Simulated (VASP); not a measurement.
Input of a VASP 6.6.1 run:

INCAR

```
  PREC = Accurate
  ENCUT = 520
  EDIFF = 1E-6
  ISMEAR = -1
  SIGMA = 0.05
  LREAL = False
  LASPH = True
  NELM = 100
  ALGO = Normal
  ISIF = 2
  LWAVE = False
  LCHARG = True
  GGA = PS
  LELF = True
  LVHAR = True
  NBANDS = 21
```

Contents of KPOINTS:

```
regular mesh
0
Gamma
  10 10 6
```

POSCAR

```
Ge
1.0
    1.3208826789     -2.2879066350      0.0000000000
    1.3208826789      2.2879066350      0.0000000000
    0.0000000000      0.0000000000      4.8386740814
Ge
2
Direct
    0.4998716794      0.5001283206      0.2500000000
    0.5001283206      0.4998716794      0.7500000000
```

Potentials or basis: VASP PAW PBE potentials, release 64 (Ge_d).

Command:

```console
$ cat potpaw_PBE.64/Ge_d/POTCAR > POTCAR
$ mpirun -np 1 vasp_std > vasp.out
```

Q: Estimate the pressure.

A: 29.9 GPa.

Q: What does it give for the band gap on the k mesh?

A: Zero (bands 14 and 15 overlap by 11.62 eV).

Stress tensor (GPa, compression positive):
```
29.96  0.00  0.00
 0.00 29.96  0.00
 0.00  0.00 29.75
```

Caveat: the cell stands under pressure; the PAW data sets were made with another functional, which shifts forces and pressure a little.
